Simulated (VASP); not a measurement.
# P (Cmce) in VASP: single point with PBE

Aim: the single point of P with PBE.

Everything below comes from runs of VASP 6.6.1. Logs are shortened: lines on timing, memory, paths and dates and some standing lists are left out, and cuts for length are marked.

## (1) The cell of the first run

Symmetry: Cmce, No. 64, orthorhombic system. The conventional cell has a = 3.316 Å, b = 10.484 Å, c = 4.379 Å, α = 90.00°, β = 90.00°, γ = 90.00°. Within 2.9 Å of P (site symmetry m) lie 3 P at 2.22 to 2.24 Å.

## (2) Single point, PBE

INCAR reads:

```
ALGO = Normal ; EDIFF = 1E-6
ENCUT = 520 ; GGA = PE
ISIF = 2 ; ISMEAR = 0
LASPH = True ; LCHARG = False
LREAL = False ; LWAVE = False
NBANDS = 18 ; NELM = 80
PREC = Accurate ; SIGMA = 0.01
```

KPOINTS reads:

```
k-points
0
Gamma
  6 6 5
```

POSCAR reads:

```
P
1.0
    1.6582000000     -5.2420000000      0.0000000000
    1.6582000000      5.2420000000      0.0000000000
    0.0000000000      0.0000000000      4.3793000000
P
4
Direct
    0.8983800000      0.1016200000      0.0806800000
    0.6016200000      0.3983800000      0.5806800000
    0.1016200000      0.8983800000      0.9193200000
    0.3983800000      0.6016200000      0.4193200000
```

Potentials or basis: VASP PAW PBE potentials, release 64 (P).

On the command line:

```bash
$ cat potpaw_PBE.64/P/POTCAR > POTCAR
$ mpirun -np 1 vasp_std > vasp.out
```

OUTCAR:

```text
EDIFF = 1E-6
   ENCUT = 520
   GGA = PE
   ISIF = 2
   ISMEAR = 0
   LASPH = True
   LREAL = False
   NELM = 80
   PREC = Accurate

 ion  position               nearest neighbor table
   1  0.898  0.102  0.081-   4 2.22   4 2.22   3 2.24
   2  0.602  0.398  0.581-   3 2.22   3 2.22   4 2.24
   3  0.102  0.898  0.919-   2 2.22   2 2.22   1 2.24
   4  0.398  0.602  0.419-   1 2.22   1 2.22   2 2.24

  LATTYP: Found a base centered orthorhombic cell.
 ALAT       =     3.3164000000
 B/A-ratio  =     3.1612591967
 C/A-ratio  =     1.3204981305

  Lattice vectors:

 A1 = (   1.6582000000,  -5.2420000000,   0.0000000000)
 A2 = (   1.6582000000,   5.2420000000,   0.0000000000)
 A3 = (   0.0000000000,   0.0000000000,   4.3793000000)

Analysis of symmetry for initial positions (statically):
=====================================================================
 Subroutine PRICEL returns:
 Original cell was already a primitive cell.

 Routine SETGRP: Setting up the symmetry group for a
 base centered orthorhombic supercell.

 Subroutine GETGRP returns: Found  8 space group operations
 (whereof  4 operations were pure point group operations)
 out of a pool of  8 trial point group operations.

The static configuration has the point symmetry C_2h.
 The point group associated with its full space group is D_2h.

Analysis of symmetry for dynamics (positions and initial velocities):
=====================================================================
 Subroutine PRICEL returns:
 Original cell was already a primitive cell.

 Routine SETGRP: Setting up the symmetry group for a
 base centered orthorhombic supercell.

 Subroutine GETGRP returns: Found  8 space group operations
 (whereof  4 operations were pure point group operations)
 out of a pool of  8 trial point group operations.

The dynamic configuration has the point symmetry C_2h.
 The point group associated with its full space group is D_2h.

 Subroutine INISYM returns: Found  8 space group operations
 (whereof  4 operations are pure point group operations),
 and found     1 'primitive' translations

----------------------------------------------------------------------------------------

                                     Primitive cell

  volume of cell :      76.1322

  direct lattice vectors                    reciprocal lattice vectors
     1.658200000 -5.242000000  0.000000000     0.301531781 -0.095383441  0.000000000
     1.658200000  5.242000000  0.000000000     0.301531781  0.095383441  0.000000000
     0.000000000  0.000000000  4.379300000     0.000000000  0.000000000  0.228346996

  length of vectors
     5.498017028  5.498017028  4.379300000     0.316258464  0.316258464  0.228346996

  position of ions in fractional coordinates (direct lattice)
     0.898380000  0.101620000  0.080680000
     0.601620000  0.398380000  0.580680000
     0.101620000  0.898380000  0.919320000
     0.398380000  0.601620000  0.419320000

  ion indices of the primitive-cell ions
   primitive index   ion index
                 1           1
                 2           2
                 3           3
                 4           4

----------------------------------------------------------------------------------------

 KPOINTS: k-points

Automatic generation of k-mesh.
 Grid dimensions read from file:
 generate k-points for:    6    6    5

 Generating k-lattice:

  Cartesian coordinates                     Fractional coordinates (reciprocal lattice)
     0.050255297 -0.015897240  0.000000000     0.166666667  0.000000000  0.000000000
     0.050255297  0.015897240  0.000000000     0.000000000  0.166666667  0.000000000
     0.000000000  0.000000000  0.045669399     0.000000000  0.000000000  0.200000000

  Length of vectors
     0.052709744  0.052709744  0.045669399

  Shift w.r.t. Gamma in fractional coordinates (k-lattice)
     0.000000000  0.000000000  0.000000000

 Subroutine IBZKPT returns following result:
 ===========================================

 Found     39 irreducible k-points:

 Following reciprocal coordinates:
            Coordinates               Weight
  0.000000  0.000000  0.000000      1.000000
  0.166667 -0.000000  0.000000      4.000000
  0.333333 -0.000000  0.000000      4.000000
  0.500000  0.000000  0.000000      2.000000
  0.166667  0.166667  0.000000      2.000000
  0.333333  0.166667  0.000000      4.000000
[... 16 lines left out ...]
  0.333333  0.333333  0.200000      4.000000
  0.500000  0.333333  0.200000      8.000000
 [... further k-points ...]
   k-points           NKPTS =     39   k-points in BZ     NKDIM =     39   number of bands    NBANDS=     18
   number of dos      NEDOS =    301   number of ions     NIONS =      4
   total plane-waves  NPLWV =  63504
   dimension x,y,z NGX =    42 NGY =   42 NGZ =   36
   dimension x,y,z NGXF=    84 NGYF=   84 NGZF=   72
   ions per type =               4
   NGX,Y,Z   is equivalent  to a cutoff of  12.70, 12.70, 13.67 a.u.
   NGXF,Y,Z  is equivalent  to a cutoff of  25.40, 25.40, 27.33 a.u.
 SYSTEM =  unknown system
   PREC   = accura    normal or accurate (medium, high low for compatibility)
   ISTART =      0    job   : 0-new  1-cont  2-samecut
   ICHARG =      2    charge: 1-file 2-atom 10-const
   ISPIN  =      1    spin polarized calculation?
   LNONCOLLINEAR =      F non collinear calculations
   LSORBIT =      F    spin-orbit coupling
   LASPH  =      T    aspherical Exc in radial PAW
   ENCUT  =  520.0 eV  38.22 Ry    6.18 a.u.  10.22 10.22  8.14*2*pi/ulx,y,z
   NELM   =     80;   NELMIN=  2; NELMDL= -5     # of ELM steps
   EDIFF  = 0.1E-05   stopping-criterion for ELM
   LREAL  =      F    real-space projection
   EDIFFG = 0.1E-04   stopping-criterion for IOM
   NSW    =      0    number of steps for IOM
   IBRION =     -1    ionic relax: 0-MD 1-quasi-New 2-CG
   NFREE  =      0    steps in history (QN), initial steepest desc. (CG)
   ISIF   =      2    stress and relaxation
   ISYM   =      2    0-nonsym 1-usesym 2-fastsym
   POTIM  = 0.5000    time-step for ionic-motion
   TEBEG  =    0.0;   TEEND  =   0.0 temperature during run
   PSTRESS=    0.0 pullay stress
   NELECT =      20.0000    total number of electrons
   NUPDOWN=      -1.0000    fix difference up-down
   EMIN   =  10.00;   EMAX   =-10.00  energy-range for DOS
   EFERMI =   0.00;   METHOD = LEGACY
   ISMEAR =     0;   SIGMA  =   0.01  broadening in eV -4-tet -1-fermi 0-gaus
   EFERMI_NEDOS =   21; number of points for ismear=-14 and -15
   IALGO  =     38    algorithm
   IMIX   =      4    mixing-type and parameters
     AMIX     =   0.40;   BMIX     =  1.00
     AMIX_MAG =   1.60;   BMIX_MAG =  1.00
  volume/ion in A,a.u.               =      19.03       128.44
  Fermi-wavevector in a.u.,A,eV,Ry     =   1.048484  1.981348 14.957149  1.099319
  Thomas-Fermi vector in A             =   2.183408
   LORBIT       =      0    0 simple, 1 ext, 2 COOP (PROOUT), +10 PAW based schemes
   GGA     = PE    functional components
   LHFCALC =     F    Hartree Fock is set to
   AEXX    =    0.0000 exact exchange contribution
   IVDW    =     0    specifies the selected vdW correction
   LEPSILON=     F    determine dielectric tensor
   LRPA    =     F    only Hartree local field effects (RPA)
 non-spin polarized calculation
 Gauss-broadening in eV      SIGMA  =   0.01
  energy-cutoff  :      520.00
  volume of cell :       76.13
 maximum number of plane-waves:      2068
 NGX is ok and might be reduce to    42
   NGX = 21   NGY = 21   NGZ = 17

 number of electron      19.9999999 magnetization

 Free energy of the ion-electron system (eV)
  ---------------------------------------------------
  ext. energy  EPLUGINS =         0.00000000
  ---------------------------------------------------
  free energy    TOTEN  =       -21.45941368 eV

  energy without entropy =      -21.45941368  energy(sigma->0) =      -21.45941368

 E-fermi :   6.6423     XC(G=0):  -9.8467

 val. band max:        6.5713370368   @ k =   0.5000   0.5000   0.0000
 cond. band min:       6.7011634020   @ k =   0.5000   0.1667   0.0000
 fundamental gap:      0.1298263652
 Fermi energy:         6.6422530287

 k-point     1 :       0.0000    0.0000    0.0000
  band No.  band energies     occupation
      1      -9.2362      2.00000
      2      -6.1974      2.00000
      3      -2.9597      2.00000
      4      -0.3690      2.00000
      5       1.6559      2.00000
      6       1.9241      2.00000
[... 10 lines left out ...]
     17      13.8027      0.00000
     18      14.0003      0.00000

 k-point     2 :       0.1667   -0.0000    0.0000
  band No.  band energies     occupation
      1      -8.8934      2.00000
      2      -5.8960      2.00000
      3      -3.2076      2.00000
      4      -0.0444      2.00000
      5       0.8984      2.00000
      6       1.3662      2.00000
[... 10 lines left out ...]
     17      11.7190      0.00000
     18      13.6226      0.00000

 k-point     3 :       0.3333   -0.0000    0.0000
  band No.  band energies     occupation
      1      -7.8871      2.00000
      2      -4.9884      2.00000
      3      -4.4566      2.00000
      4      -1.4019      2.00000
      5       0.7818      2.00000
      6       0.8120      2.00000
[... 10 lines left out ...]
     17      13.4119      0.00000
     18      13.5155      0.00000

 k-point     4 :       0.5000    0.0000    0.0000
  band No.  band energies     occupation
      1      -6.3081      2.00000
      2      -6.3081      2.00000
      3      -3.4746      2.00000
      4      -3.4746      2.00000
      5       1.2877      2.00000
      6       1.2877      2.00000
[... 375 lines left out ...]
      4      -0.5647      2.00000
      5       1.1642      2.00000
      6       2.5925      2.00000
[... 10 lines left out ...]
     17      13.2147      0.00000
     18      14.0093      0.00000

 k-point    23 :       0.3333    0.3333    0.2000
  band No.  band energies     occupation
      1      -7.5181      2.00000
      2      -5.6460      2.00000
      3      -4.2294      2.00000
      4      -1.4623      2.00000
      5      -0.0389      2.00000
      6       1.0709      2.00000
[... 10 lines left out ...]
     17      12.3688      0.00000
     18      13.4001      0.00000

 k-point    24 :       0.5000    0.3333    0.2000
  band No.  band energies     occupation
      1      -8.4797      2.00000
      2      -6.5236      2.00000
      3      -3.3471      2.00000
      4      -0.7335      2.00000
      5       0.7032      2.00000
      6       1.9621      2.00000
[... 10 lines left out ...]
     17      11.9977      0.00000
     18      12.8898      0.00000

 [... further k-points ...]

------------------------ aborting loop because EDIFF is reached ----------------------------------------

  FORCE on cell =-STRESS in cart. coord.  units (eV):
  Direction    XX          YY          ZZ          XY          YZ          ZX
  --------------------------------------------------------------------------------------
  -------------------------------------------------------------------------------------
  Total        0.7454201      1.0938648      0.6763353      0.0000000     -0.0000000      0.0000000
  in kB       15.6871149     23.0200149     14.2332484      0.0000000     -0.0000000      0.0000000
  external PRESSURE =      17.6467927 kB  Pullay stress =       0.0000000 kB

 VOLUME and BASIS-vectors are now :
 -----------------------------------------------------------------------------
  energy-cutoff  :      520.00
  volume of cell :       76.13
      direct lattice vectors                 reciprocal lattice vectors
     1.658200000 -5.242000000  0.000000000     0.301531781 -0.095383441  0.000000000
     1.658200000  5.242000000  0.000000000     0.301531781  0.095383441  0.000000000
     0.000000000  0.000000000  4.379300000     0.000000000  0.000000000  0.228346996

 POSITION                                       TOTAL-FORCE (eV/Angst)
 -----------------------------------------------------------------------------------
      1.65820     -4.17662      0.35332         0.000000      0.049212     -0.010778
      1.65820     -1.06538      2.54297         0.000000     -0.049212     -0.010778
      1.65820      4.17662      4.02598         0.000000     -0.049212      0.010778
      1.65820      1.06538      1.83633         0.000000      0.049212      0.010778
 -----------------------------------------------------------------------------------
    total drift:                                0.000000     -0.000000     -0.000000

  FREE ENERGIE OF THE ION-ELECTRON SYSTEM (eV)
  ---------------------------------------------------
  free  energy   TOTEN  =       -21.4594136804 eV

  energy  without entropy=      -21.4594136804  energy(sigma->0) =      -21.45941368
```

Wall time 82 s (1 thread of Intel Xeon 8259CL, shared host); peak memory 0.24 GiB.

What came out:

| Item | Value |
| --- | --- |
| Free energy | -21.4594 eV |
| Pressure | 1.8 GPa |
| Largest force | 0.050 eV/Å |
| Band gap on the k mesh | 0.13 eV (least direct gap 0.29 eV) |

Forces on the atoms (eV/Å):
```
P    0.000  0.049 -0.011
P    0.000 -0.049 -0.011
P    0.000 -0.049  0.011
P    0.000  0.049  0.011
```

Caveat: an odd mesh through Γ misses points on the zone boundary, where band edges can lie.
